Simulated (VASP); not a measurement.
# NaCl (Fm-3m) in VASP: settings compared, part 2 of 2

VASP 6.6.1. The steps go on from the part before.

**4. Single point, PBE**

INCAR

```
SYSTEM = NaCl
PREC = Accurate
ENCUT = 520
EDIFF = 1E-6
ISMEAR = 0
SIGMA = 0.05
LREAL = .FALSE.
LASPH = .TRUE.
NELM = 100
ALGO = Normal
ISIF = 2
LWAVE = .FALSE.
LCHARG = .FALSE.
GGA = PE
NBANDS = 14
```

KPOINTS

```
Automatic mesh
0
G
  8 8 8
  0 0 0
```

POSCAR

```
NaCl
1.0
    0.0000000000      2.7940632177      2.7940632177
    2.7940632177      0.0000000000      2.7940632177
    2.7940632177      2.7940632177      0.0000000000
Cl Na
1 1
Direct
    0.5000000000      0.5000000000      0.5000000000
    0.0000000000      0.0000000000      0.0000000000
```

Potentials or basis: VASP PAW PBE potentials, release 64 (Cl, Na_pv).

Run with:

```sh
> cat potpaw_PBE.64/Cl/POTCAR potpaw_PBE.64/Na_pv/POTCAR > POTCAR
> mpirun -np 1 vasp_std > vasp.out
```

OUTCAR:

```text
SYSTEM = NaCl
   PREC = Accurate
   ENCUT = 520
   EDIFF = 1E-6
   ISMEAR = 0
   LREAL = .FALSE.
   LASPH = .TRUE.
   NELM = 100
   ISIF = 2
   GGA = PE

 ion  position               nearest neighbor table
   1  0.500  0.500  0.500-
   2  0.000  0.000  0.000-

  LATTYP: Found a face centered cubic cell.
 ALAT       =     5.5881264354

  Lattice vectors:

 A1 = (   0.0000000000,   2.7940632177,   2.7940632177)
 A2 = (   2.7940632177,   0.0000000000,   2.7940632177)
 A3 = (   2.7940632177,   2.7940632177,   0.0000000000)

Analysis of symmetry for initial positions (statically):
=====================================================================
 Subroutine PRICEL returns:
 Original cell was already a primitive cell.

 Routine SETGRP: Setting up the symmetry group for a
 face centered cubic supercell.

 Subroutine GETGRP returns: Found 48 space group operations
 (whereof 48 operations were pure point group operations)
 out of a pool of 48 trial point group operations.

The static configuration has the point symmetry O_h .
[... 172 lines left out ...]
      2     -21.3348      2.00000
      3     -21.3348      2.00000
      4     -13.2912      2.00000
      5      -0.5685      2.00000
      6      -0.5685      2.00000
      7      -0.5685      2.00000
      8       4.6478      0.00000
      9      10.5797      0.00000
     10      10.5797      0.00000
     11      10.5797      0.00000
     12      12.7769      0.00000
     13      12.7769      0.00000
     14      14.4292      0.00000
[... 377 lines left out ...]
      1     -21.3615      2.00000
      2     -21.3439      2.00000
      3     -21.3397      2.00000
      4     -12.8914      2.00000
      5      -2.2920      2.00000
      6      -1.3675      2.00000
      7      -1.0012      2.00000
      8       7.8331      0.00000
      9       9.0918      0.00000
     10       9.8095      0.00000
     11      11.2670      0.00000
     12      13.9269      0.00000
     13      15.2282      0.00000
     14      16.2333      0.00000

 [... further k-points ...]

------------------------ aborting loop because EDIFF is reached ----------------------------------------

  FORCE on cell =-STRESS in cart. coord.  units (eV):
  Direction    XX          YY          ZZ          XY          YZ          ZX
  --------------------------------------------------------------------------------------
  -------------------------------------------------------------------------------------
  Total        0.4145221      0.4145221      0.4145221      0.0000000      0.0000000     -0.0000000
  in kB       15.2236782     15.2236782     15.2236782      0.0000000      0.0000000     -0.0000000
  external PRESSURE =      15.2236782 kB  Pullay stress =       0.0000000 kB

 VOLUME and BASIS-vectors are now :
 -----------------------------------------------------------------------------
  energy-cutoff  :      520.00
  volume of cell :       43.63
      direct lattice vectors                 reciprocal lattice vectors
     0.000000000  2.794063218  2.794063218    -0.178950854  0.178950854  0.178950854
     2.794063218  0.000000000  2.794063218     0.178950854 -0.178950854  0.178950854
     2.794063218  2.794063218  0.000000000     0.178950854  0.178950854 -0.178950854

 POSITION                                       TOTAL-FORCE (eV/Angst)
 -----------------------------------------------------------------------------------
      2.79406      2.79406      2.79406         0.000000      0.000000      0.000000
      0.00000      0.00000      0.00000         0.000000      0.000000     -0.000000
 -----------------------------------------------------------------------------------
    total drift:                               -0.000000      0.000000      0.000000

  FREE ENERGIE OF THE ION-ELECTRON SYSTEM (eV)
  ---------------------------------------------------
  free  energy   TOTEN  =        -6.7658165667 eV

  energy  without entropy=       -6.7658165667  energy(sigma->0) =       -6.76581657
```

OSZICAR:

```text
N       E                     dE             d eps       ncg     rms          rms(c)
DAV:   1     0.102537187369E+03    0.10254E+03   -0.70600E+03   832   0.101E+03
DAV:   2     0.147891674746E+01   -0.10106E+03   -0.93336E+02   860   0.277E+02
DAV:   3    -0.682235510515E+01   -0.83013E+01   -0.82477E+01  1052   0.733E+01
DAV:   4    -0.695621483649E+01   -0.13386E+00   -0.13379E+00   932   0.100E+01
DAV:   5    -0.695899181195E+01   -0.27770E-02   -0.27768E-02  1074   0.145E+00    0.216E+00
DAV:   6    -0.677181743332E+01    0.18717E+00   -0.30791E-01   992   0.328E+00    0.162E+00
DAV:   7    -0.676035409694E+01    0.11463E-01   -0.80697E-02  1090   0.165E+00    0.110E+00
DAV:   8    -0.676583604958E+01   -0.54820E-02   -0.96356E-03   920   0.854E-01    0.301E-01
DAV:   9    -0.676571861147E+01    0.11744E-03   -0.21291E-04  1004   0.114E-01    0.160E-01
DAV:  10    -0.676582615161E+01   -0.10754E-03   -0.29349E-04   980   0.140E-01    0.631E-02
DAV:  11    -0.676581639271E+01    0.97589E-05   -0.18238E-05  1040   0.413E-02    0.135E-02
DAV:  12    -0.676581656670E+01   -0.17399E-06   -0.21222E-06   956   0.142E-02
   1 F= -.67658166E+01 E0= -.67658166E+01  d E =-.137136E-14
```

stdout:

```text
POSCAR found type information on POSCAR ClNa
 POSCAR found :  2 types and       2 ions
 scaLAPACK will be used
 LDA part: xc-table for (Slater+PW92), standard interpolation
 POSCAR, INCAR and KPOINTS ok, starting setup
 FFT: planning ... GRIDC
 FFT: planning ... GRID_SOFT
 FFT: planning ... GRID
 WAVECAR not read
 entering main loop
```

It took 16 s on 1 thread of Intel Xeon Platinum 8259CL at 2.50GHz (Skylake/Cascade Lake), shared host; peak memory 0.16 GiB.

Results:

```
Free energy            : -6.7658 eV
Pressure               : 1.5 GPa
Band gap on the k mesh : 5.22 eV, direct
```

Expect the measured gap to be larger: semilocal functionals such as PBE lack the derivative discontinuity.

**5. Single point, PBEsol**

INCAR

```
PREC = Accurate ; ENCUT = 520
EDIFF = 1E-7 ; ISMEAR = -1
SIGMA = 0.05 ; LREAL = False
LASPH = True ; NELM = 60
ALGO = Normal ; ISIF = 2
LWAVE = False ; LCHARG = False
GGA = PS ; NBANDS = 14
```

KPOINTS

```
regular mesh
0
Gamma
  8 8 8
```

POSCAR is that of step 4.

Run with:

```sh
> cat potpaw_PBE.64/Cl/POTCAR potpaw_PBE.64/Na_pv/POTCAR > POTCAR
> mpirun -np 1 vasp_std > vasp.out
```

It took 18 s on 1 thread of Intel Xeon Platinum 8259CL at 2.50GHz (Skylake/Cascade Lake), shared host; peak memory 0.16 GiB.

The run converged. Its results:

```
Free energy            : -6.9980 eV
Pressure               : 0.2 GPa
Band gap on the k mesh : 5.04 eV, direct
```

Levels at points of the mesh, in eV from the valence-band top:
| k point | band 4 | band 5 | band 6 | band 7 | band 8 | band 9 | band 10 | band 11 |
| --- | --- | --- | --- | --- | --- | --- | --- | --- |
| (0.00, 0.00, 0.00) | -12.71 | 0.00 | 0.00 | 0.00 | 5.04 | 11.02 | 11.02 | 11.02 |
| (0.50, 0.00, 0.00) | -12.33 | -2.06 | -0.29 | -0.29 | 7.12 | 10.72 | 10.93 | 10.93 |
| (0.50, 0.50, 0.00) | -12.28 | -1.78 | -0.64 | -0.64 | 7.51 | 7.86 | 11.32 | 14.86 |

Caveat: the PAW data sets were made with another functional, which shifts forces and pressure a little.

**6. Single point, PBEsol**

This run uses another cell than the first one, of 21.98 Å³/atom, 1.008 times its volume.

INCAR

```
SYSTEM = NaCl
PREC = Accurate
ENCUT = 520
EDIFF = 1E-6
ISMEAR = -1
SIGMA = 0.05
LREAL = .FALSE.
LASPH = .TRUE.
NELM = 100
ALGO = Normal
ISIF = 2
LWAVE = .FALSE.
LCHARG = .FALSE.
GGA = PS
NBANDS = 14
```

KPOINTS

```
regular mesh
0
G
  8 8 8
  0 0 0
```

POSCAR

```
NaCl
1.0
    0.0000000000      2.8011715250      2.8011715250
    2.8011715250      0.0000000000      2.8011715250
    2.8011715250      2.8011715250      0.0000000000
Cl Na
1 1
Direct
    0.5000000000      0.5000000000      0.5000000000
    0.0000000000      0.0000000000      0.0000000000
```

Potentials or basis: VASP PAW PBE potentials, release 64 (Cl, Na_pv).

Run with:

```sh
> cat potpaw_PBE.64/Cl/POTCAR potpaw_PBE.64/Na_pv/POTCAR > POTCAR
> mpirun -np 1 vasp_std > vasp.out
```

It took 15 s on 1 thread of Intel Xeon Platinum 8259CL at 2.50GHz (Skylake/Cascade Lake), shared host; peak memory 0.16 GiB.

The run converged. Its results:

* Free energy: -6.9983 eV
* Pressure: 0.0 GPa
* Band gap on the k mesh: 5.01 eV, direct

Levels at points of the mesh, in eV from the valence-band top:
```
           k point  band 5  band 6  band 7  band 8  band 9  band 10
(0.00, 0.00, 0.00)    0.00    0.00    0.00    5.01   11.02    11.02
(0.50, 0.00, 0.00)   -2.03   -0.28   -0.28    7.11   10.66    10.91
(0.50, 0.50, 0.00)   -1.76   -0.63   -0.63    7.49    7.87    11.27
```

Caveat: the PAW data sets were made with another functional, which shifts forces and pressure a little. A hybrid or GW would open this gap; PBEsol tends to underestimate it.

**7. The runs side by side**

| level | cell | smearing | gap on the mesh (eV) | pressure (GPa) |
| --- | --- | --- | --- | --- |
| PBEsol | a = 3.951 Å, angles 60.0°, 2 atoms | gaussian 0.02 eV | 5.03 | 0.2 |
| revPBE | a = 3.951 Å, angles 60.0°, 2 atoms | fermi-dirac 0.05 eV | 5.49 | 3.2 |
| PBE | a = 3.951 Å, angles 60.0°, 2 atoms | gaussian 0.05 eV | 5.22 | 1.5 |
| PBEsol | a = 3.951 Å, angles 60.0°, 2 atoms | fermi-dirac 0.05 eV | 5.04 | 0.2 |
| PBEsol | a = 3.961 Å, angles 60.0°, 2 atoms | fermi-dirac 0.05 eV | 5.01 | 0.0 |

Alike in all rows: task single point; potentials or basis VASP PAW PBE potentials, release 64 (Cl, Na_pv); no spin polarisation; k mesh 8 × 8 × 8; cutoff (eV) 520.

On the cell as given the gap runs from 5.03 eV (PBEsol) to 5.49 eV (revPBE). The pressure there spans 0.2 GPa (PBEsol) to 3.2 GPa (revPBE); a positive pressure means that this level wants a larger cell, a negative one a smaller.

Caveats: the PAW data sets were made with another functional, which shifts forces and pressure a little (some runs).

Absolute energies hang on the potentials; compare differences alone.
